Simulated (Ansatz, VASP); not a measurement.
# One calculation of K3Ba, two programs

```
K Ba
1.0
     0.00000    5.24363    5.24363
     5.24363    0.00000    5.24363
     5.24363    5.24363    0.00000
K Ba
3 1
Direct
  0.25000 0.25000 0.25000
  0.75000 0.75000 0.75000
  0.50000 0.50000 0.50000
  0.00000 0.00000 0.00000
```

Alike in both runs: task single point; functional LDA; k mesh 4 × 4 × 4; no spin polarisation.

```csv
,VASP,Ansatz
version,VASP 6.6.1,Ansatz 0.2.0
potentials or method,"VASP PAW LDA potentials, release 64 (K_sv, Ba_sv)","plane waves, PAW"
plane-wave cutoff (eV),520,420
occupations,"methfessel-paxton of order 1, width 0.1 eV","cold, width 0.1 eV"
valence electrons in the cell,37,37
```

|  | VASP | Ansatz | Ansatz less VASP |
| --- | --- | --- | --- |
| pressure (GPa) | -0.6 | -0.6 | +0.01 |

LDA's correlation is that of Perdew and Zunger in VASP and of Perdew and Wang (1992) in Ansatz. Ansatz's warnings: stress scf threshold loose.

Spin-orbit coupling is off throughout.
